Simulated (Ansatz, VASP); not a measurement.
CaO in VASP and in Ansatz

The input INCAR:

```
PREC = Accurate ; ENCUT = 520
EDIFF = 1E-7 ; ISMEAR = -1
SIGMA = 0.02 ; LREAL = F
LASPH = T ; NELM = 100
ALGO = Normal ; ISIF = 2
LWAVE = F ; LCHARG = T
GGA = PE ; LELF = T
LVHAR = T ; NBANDS = 15
```

Contents of KPOINTS:

```
Automatic mesh
0
Gamma
  8 8 8
```

POSCAR

```
CaO
1.0
    0.0000000000      2.7469739093      2.6067317416
    2.7469739093      0.0000000000      2.6067317416
    2.7469739093      2.7469739093      0.0000000000
Ca O
1 1
Direct
    0.0000000000      0.0000000000      0.0000000000
    0.2500000000      0.2500000000      0.2500000000
```

Input for Ansatz:

```yaml
crystal:
  lattice:
    - [0.0, 2.7469739093, 2.6067317416]
    - [2.7469739093, 0.0, 2.6067317416]
    - [2.7469739093, 2.7469739093, 0.0]
  atoms:
    - { symbol: Ca, position: [0.0, 0.0, 0.0] }
    - { symbol: O, position: [0.25, 0.25, 0.25] }
kpoints:
  mp_grid: { grid: [8, 8, 8] }
  band_path:
    path:
      - [0.0, 0.0, 0.0]
      - [-0.5, -0.5, 0.0]
      - [-0.375, -0.375, 0.25]
      - [-0.375, 0.0, 0.375]
      - [0.0, 0.0, 0.5]
      - [-0.5, -0.25, 0.25]
    npoints: 1
hamiltonian:
  xc: pbe
scf:
  occupations: { method: fermi_dirac, width: 0.02 }
  n_extra_bands: 4
output:
  forces: true
  stress: true
  eigenvalues: true
```

Change from the starting cell: biaxial_xy strain +5.4%.

Alike in both runs: task single point; functional PBE; k mesh 8 × 8 × 8; occupations fermi-dirac, width 0.02 eV; no spin polarisation.

|  | VASP | Ansatz |
| --- | --- | --- |
| version | VASP 6.6.1 | Ansatz 0.2.0 |
| potentials or method | VASP PAW PBE potentials, release 64 (Ca_sv, O) | plane waves, PAW |
| plane-wave cutoff (eV) | 520 | 420 |
| valence electrons in the cell | 16 | 16 |

```csv
,VASP,Ansatz,Ansatz less VASP
gap on the k mesh at the Fermi level (eV),2.93,2.93,+0.007
pressure (GPa),-5.3,-5.6,-0.29
"traceless stress, the component that is largest in VASP (GPa)",0.69,0.72,+0.023
```
